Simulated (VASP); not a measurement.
# C (Fm-3m) in VASP: single point with PBE

Aim: the single point of C with PBE.

Program: VASP 6.6.1. These are calculated values, not measurements. Logs are shortened: lines on timing, memory, paths and dates and some standing lists are left out, and cuts for length are marked.

## (1) The cell of the first run

It takes space group Fm-3m (No. 225, cubic). The conventional cell has a = 3.101 Å, b = 3.101 Å, c = 3.101 Å, α = 90.00°, β = 90.00°, γ = 90.00°. C (site symmetry m-3m) has 12 C at 2.19 Å within 2.9 Å.

## (2) Single point, PBE

The input, INCAR:

```
SYSTEM = C
PREC = Accurate
ENCUT = 520
EDIFF = 1E-6
ISMEAR = -1
SIGMA = 0.13605693000000002
LREAL = .FALSE.
LASPH = .TRUE.
NELM = 60
ALGO = Normal
ISIF = 2
LWAVE = .FALSE.
LCHARG = .FALSE.
GGA = PE
NBANDS = 8
```

The input, KPOINTS:

```
Automatic mesh
0
G
  18 18 18
  0 0 0
```

The input, POSCAR:

```
C
1.0
    0.0000000000      1.5505721093      1.5505721093
    1.5505721093      0.0000000000      1.5505721093
    1.5505721093      1.5505721093      0.0000000000
C
1
Direct
    0.0000000000      0.0000000000      0.0000000000
```

Potentials or basis: VASP PAW PBE potentials, release 64 (C).

On the command line:

```bash
$ cat potpaw_PBE.64/C/POTCAR > POTCAR
$ mpirun -np 1 vasp_std > vasp.out
```

OUTCAR:

```text
SYSTEM = C
   PREC = Accurate
   ENCUT = 520
   EDIFF = 1E-6
   ISMEAR = -1
   LREAL = .FALSE.
   LASPH = .TRUE.
   NELM = 60
   ISIF = 2
   GGA = PE

 ion  position               nearest neighbor table
   1  0.000  0.000  0.000-

  LATTYP: Found a face centered cubic cell.
 ALAT       =     3.1011442186

  Lattice vectors:

 A1 = (   0.0000000000,   1.5505721093,   1.5505721093)
 A2 = (   1.5505721093,   0.0000000000,   1.5505721093)
 A3 = (   1.5505721093,   1.5505721093,   0.0000000000)

Analysis of symmetry for initial positions (statically):
=====================================================================
 Subroutine PRICEL returns:
 Original cell was already a primitive cell.

 Routine SETGRP: Setting up the symmetry group for a
 face centered cubic supercell.

 Subroutine GETGRP returns: Found 48 space group operations
 (whereof 48 operations were pure point group operations)
 out of a pool of 48 trial point group operations.

The static configuration has the point symmetry O_h .

Analysis of symmetry for dynamics (positions and initial velocities):
=====================================================================
 Subroutine PRICEL returns:
 Original cell was already a primitive cell.

 Routine SETGRP: Setting up the symmetry group for a
 face centered cubic supercell.

 Subroutine GETGRP returns: Found 48 space group operations
 (whereof 48 operations were pure point group operations)
 out of a pool of 48 trial point group operations.

The dynamic configuration has the point symmetry O_h .

 Subroutine INISYM returns: Found 48 space group operations
 (whereof 48 operations are pure point group operations),
 and found     1 'primitive' translations

----------------------------------------------------------------------------------------

                                     Primitive cell

  volume of cell :       7.4560

  direct lattice vectors                    reciprocal lattice vectors
     0.000000000  1.550572109  1.550572109    -0.322461624  0.322461624  0.322461624
     1.550572109  0.000000000  1.550572109     0.322461624 -0.322461624  0.322461624
     1.550572109  1.550572109  0.000000000     0.322461624  0.322461624 -0.322461624

  length of vectors
     2.192840106  2.192840106  2.192840106     0.558519916  0.558519916  0.558519916

  position of ions in fractional coordinates (direct lattice)
     0.000000000  0.000000000  0.000000000

  ion indices of the primitive-cell ions
   primitive index   ion index
                 1           1

----------------------------------------------------------------------------------------

 KPOINTS: Automatic mesh

Automatic generation of k-mesh.
 Grid dimensions read from file:
 generate k-points for:   18   18   18

 Generating k-lattice:

  Cartesian coordinates                     Fractional coordinates (reciprocal lattice)
    -0.017914535  0.017914535  0.017914535     0.055555556  0.000000000  0.000000000
     0.017914535 -0.017914535  0.017914535     0.000000000  0.055555556  0.000000000
     0.017914535  0.017914535 -0.017914535     0.000000000  0.000000000  0.055555556

  Length of vectors
     0.031028884  0.031028884  0.031028884

  Shift w.r.t. Gamma in fractional coordinates (k-lattice)
     0.000000000  0.000000000  0.000000000

 Subroutine IBZKPT returns following result:
 ===========================================

 Found    195 irreducible k-points:

 Following reciprocal coordinates:
            Coordinates               Weight
  0.000000  0.000000  0.000000      1.000000
  0.055556  0.000000  0.000000      8.000000
  0.111111  0.000000  0.000000      8.000000
  0.166667  0.000000  0.000000      8.000000
  0.222222  0.000000  0.000000      8.000000
  0.277778  0.000000  0.000000      8.000000
[... 16 lines left out ...]
 -0.277778  0.055556  0.000000     24.000000
 -0.222222  0.055556  0.000000     24.000000
 [... further k-points ...]
   k-points           NKPTS =    195   k-points in BZ     NKDIM =    195   number of bands    NBANDS=      8
   number of dos      NEDOS =    301   number of ions     NIONS =      1
   total plane-waves  NPLWV =   4096
   dimension x,y,z NGX =    16 NGY =   16 NGZ =   16
   dimension x,y,z NGXF=    32 NGYF=   32 NGZF=   32
   ions per type =               1
   NGX,Y,Z   is equivalent  to a cutoff of  12.13, 12.13, 12.13 a.u.
   NGXF,Y,Z  is equivalent  to a cutoff of  24.26, 24.26, 24.26 a.u.
 SYSTEM =  C
   PREC   = accura    normal or accurate (medium, high low for compatibility)
   ISTART =      0    job   : 0-new  1-cont  2-samecut
   ICHARG =      2    charge: 1-file 2-atom 10-const
   ISPIN  =      1    spin polarized calculation?
   LNONCOLLINEAR =      F non collinear calculations
   LSORBIT =      F    spin-orbit coupling
   LASPH  =      T    aspherical Exc in radial PAW
   ENCUT  =  520.0 eV  38.22 Ry    6.18 a.u.   4.08  4.08  4.08*2*pi/ulx,y,z
   NELM   =     60;   NELMIN=  2; NELMDL= -5     # of ELM steps
   EDIFF  = 0.1E-05   stopping-criterion for ELM
   LREAL  =      F    real-space projection
   EDIFFG = 0.1E-04   stopping-criterion for IOM
   NSW    =      0    number of steps for IOM
   IBRION =     -1    ionic relax: 0-MD 1-quasi-New 2-CG
   NFREE  =      0    steps in history (QN), initial steepest desc. (CG)
   ISIF   =      2    stress and relaxation
   ISYM   =      2    0-nonsym 1-usesym 2-fastsym
   POTIM  = 0.5000    time-step for ionic-motion
   TEBEG  =    0.0;   TEEND  =   0.0 temperature during run
   PSTRESS=    0.0 pullay stress
   NELECT =       4.0000    total number of electrons
   NUPDOWN=      -1.0000    fix difference up-down
   EMIN   =  10.00;   EMAX   =-10.00  energy-range for DOS
   EFERMI =   0.00;   METHOD = LEGACY
   ISMEAR =    -1;   SIGMA  =   0.14  broadening in eV -4-tet -1-fermi 0-gaus
   EFERMI_NEDOS =   21; number of points for ismear=-14 and -15
   IALGO  =     38    algorithm
   IMIX   =      4    mixing-type and parameters
     AMIX     =   0.40;   BMIX     =  1.00
     AMIX_MAG =   1.60;   BMIX_MAG =  1.00
  volume/ion in A,a.u.               =       7.46        50.32
  Fermi-wavevector in a.u.,A,eV,Ry     =   1.330228  2.513767 24.075610  1.769507
  Thomas-Fermi vector in A             =   2.459331
   LORBIT       =      0    0 simple, 1 ext, 2 COOP (PROOUT), +10 PAW based schemes
   GGA     = PE    functional components
   LHFCALC =     F    Hartree Fock is set to
   AEXX    =    0.0000 exact exchange contribution
   IVDW    =     0    specifies the selected vdW correction
   LEPSILON=     F    determine dielectric tensor
   LRPA    =     F    only Hartree local field effects (RPA)
 non-spin polarized calculation
  energy-cutoff  :      520.00
  volume of cell :        7.46
 maximum number of plane-waves:       212
   NGX =  9   NGY =  9   NGZ =  9

 number of electron       4.0000000 magnetization

 Free energy of the ion-electron system (eV)
  ---------------------------------------------------
  ext. energy  EPLUGINS =         0.00000000
  ---------------------------------------------------
  free energy    TOTEN  =        -4.67524749 eV

  energy without entropy =       -4.65181212  energy(sigma->0) =       -4.66352981

 E-fermi :   7.3193     XC(G=0): -12.5884

 val. band max:        7.3066467074   @ k =  -0.3333   0.3333   0.1667
 cond. band min:       7.3609462437   @ k =   0.4444   0.2778   0.1111
 fundamental gap:      0.0542995363
 Fermi energy:         7.3192735368

 k-point     1 :       0.0000    0.0000    0.0000
  band No.  band energies     occupation
      1     -11.1489      2.00000
      2      15.1431      0.00000
      3      15.1431      0.00000
      4      15.1431      0.00000
      5      37.0769      0.00000
      6      37.0769      0.00000
      7      37.0769      0.00000
      8      37.7113      0.00000

 k-point     2 :       0.0556    0.0000    0.0000
  band No.  band energies     occupation
      1     -11.0276      2.00000
      2      14.7773      0.00000
      3      15.0805      0.00000
      4      15.0805      0.00000
      5      35.8758      0.00000
      6      37.2581      0.00000
      7      37.2581      0.00000
      8      37.6742      0.00000

 k-point     3 :       0.1111    0.0000    0.0000
  band No.  band energies     occupation
      1     -10.6641      2.00000
      2      13.7119      0.00000
      3      14.9055      0.00000
      4      14.9055      0.00000
      5      34.1697      0.00000
      6      37.5572      0.00000
      7      37.6980      0.00000
      8      37.6980      0.00000

 k-point     4 :       0.1667    0.0000    0.0000
  band No.  band energies     occupation
      1     -10.0595      2.00000
      2      12.0538      0.00000
      3      14.6514      0.00000
      4      14.6514      0.00000
      5      32.9054      0.00000
      6      37.3458      0.00000
      7      38.0185      0.00000
      8      38.0185      0.00000

 k-point     5 :       0.2222    0.0000    0.0000
  band No.  band energies     occupation
      1      -9.2157      2.00000
      2       9.9748      0.00000
      3      14.3617      0.00000
      4      14.3617      0.00000
      5      32.1312      0.00000
      6      37.0391      0.00000
      7      37.7055      0.00000
      8      37.7055      0.00000

 k-point     6 :       0.2778    0.0000    0.0000
  band No.  band energies     occupation
      1      -8.1365      2.00000
      2       7.6575      0.15366
      3      14.0753      0.00000
      4      14.0753      0.00000
      5      31.7332      0.00000
      6      36.6530      0.00000
      7      36.8597      0.00000
      8      36.8597      0.00000

 k-point     7 :       0.3333    0.0000    0.0000
  band No.  band energies     occupation
      1      -6.8270      2.00000
      2       5.2563      2.00000
      3      13.8251      0.00000
      4      13.8251      0.00000
      5      31.5814      0.00000
      6      35.9389      0.00000
      7      35.9389      0.00000
      8      36.2428      0.00000

 k-point     8 :       0.3889    0.0000    0.0000
  band No.  band energies     occupation
      1      -5.2969      2.00000
      2       2.8840      2.00000
      3      13.6323      0.00000
      4      13.6323      0.00000
      5      31.5631      0.00000
      6      35.1922      0.00000
      7      35.1922      0.00000
      8      35.8745      0.00000

 k-point     9 :       0.4444    0.0000    0.0000
  band No.  band energies     occupation
      1      -3.5686      2.00000
      2       0.6277      2.00000
      3      13.5122      0.00000
      4      13.5122      0.00000
      5      31.5916      0.00000
      6      34.7188      0.00000
      7      34.7188      0.00000
      8      35.6208      0.00000

 k-point    10 :       0.5000    0.0000    0.0000
  band No.  band energies     occupation
      1      -2.0294      2.00000
      2      -1.0913      2.00000
      3      13.4711      0.00000
      4      13.4711      0.00000
      5      31.6083      0.00000
      6      34.5575      0.00000
      7      34.5575      0.00000
      8      35.5244      0.00000
[... 78 lines left out ...]
 k-point    18 :       0.4444    0.0556    0.0000
  band No.  band energies     occupation
      1      -4.0622      2.00000
      2       1.4570      2.00000
      3      13.2631      0.00000
      4      13.3520      0.00000
      5      31.6395      0.00000
      6      32.6682      0.00000
      7      35.3380      0.00000
      8      37.7042      0.00000

 k-point    19 :       0.5000    0.0556    0.0000
  band No.  band energies     occupation
      1      -2.2833      2.00000
      2      -0.6179      2.00000
      3      13.1578      0.00000
      4      13.3113      0.00000
      5      31.7492      0.00000
      6      32.4475      0.00000
      7      34.9482      0.00000
      8      37.6216      0.00000

 k-point    20 :      -0.4444    0.0556    0.0000
  band No.  band energies     occupation
      1      -2.8650      2.00000
      2       0.0237      2.00000
      3      13.0460      0.00000
      4      13.4481      0.00000
      5      31.8064      0.00000
      6      32.5406      0.00000
      7      34.8683      0.00000
      8      37.6602      0.00000

 k-point    21 :      -0.3889    0.0556    0.0000
  band No.  band energies     occupation
      1      -4.6383      2.00000
      2       2.2089      2.00000
      3      13.0279      0.00000
      4      13.6619      0.00000
      5      31.7600      0.00000
      6      32.9934      0.00000
      7      35.1130      0.00000
      8      37.8074      0.00000

 k-point    22 :      -0.3333    0.0556    0.0000
  band No.  band energies     occupation
      1      -6.2365      2.00000
      2       4.5446      2.00000
      3      13.1079      0.00000
      4      13.9345      0.00000
      5      31.7012      0.00000
      6      33.7218      0.00000
      7      35.6770      0.00000
      8      38.0135      0.00000

 k-point    23 :      -0.2778    0.0556    0.0000
  band No.  band energies     occupation
      1      -7.6196      2.00000
      2       6.9359      1.88725
      3      13.2842      0.00000
      4      14.2416      0.00000
      5      31.7222      0.00000
      6      34.6440      0.00000
      7      36.5206      0.00000
      8      38.2165      0.00000

 k-point    24 :      -0.2222    0.0556    0.0000
  band No.  band energies     occupation
      1      -8.7755      2.00000
      2       9.2788      0.00000
      3      13.5469      0.00000
      4      14.5532      0.00000
      5      31.9245      0.00000
      6      35.6495      0.00000
      7      37.5021      0.00000
      8      38.3496      0.00000

 [... further k-points ...]
[... 5 lines left out ...]
  --------------------------------------------------------------------------------------
  -------------------------------------------------------------------------------------
  Total       -0.1180234     -0.1180234     -0.1180234      0.0000000     -0.0000000      0.0000000
  in kB      -25.3613782    -25.3613782    -25.3613782      0.0000000     -0.0000000      0.0000000
  external PRESSURE =     -25.3613782 kB  Pullay stress =       0.0000000 kB

 VOLUME and BASIS-vectors are now :
 -----------------------------------------------------------------------------
  energy-cutoff  :      520.00
  volume of cell :        7.46
      direct lattice vectors                 reciprocal lattice vectors
     0.000000000  1.550572109  1.550572109    -0.322461624  0.322461624  0.322461624
     1.550572109  0.000000000  1.550572109     0.322461624 -0.322461624  0.322461624
     1.550572109  1.550572109  0.000000000     0.322461624  0.322461624 -0.322461624

 POSITION                                       TOTAL-FORCE (eV/Angst)
 -----------------------------------------------------------------------------------
      0.00000      0.00000      0.00000        -0.000000      0.000000     -0.000000
 -----------------------------------------------------------------------------------
    total drift:                               -0.000000      0.000000     -0.000000

  FREE ENERGIE OF THE ION-ELECTRON SYSTEM (eV)
  ---------------------------------------------------
  free  energy   TOTEN  =        -4.6752474914 eV

  energy  without entropy=       -4.6518121213  energy(sigma->0) =       -4.66352981
```

Wall time 6.3 s (1 thread of Intel Xeon 8259CL, shared host); peak memory 0.11 GiB.

Results:

* Free energy: -4.6752 eV
* Pressure: -2.5 GPa
* Band gap on the k mesh: zero (band 2 reaches 15.14 eV, above the bottom of band 3 at 4.25 eV)
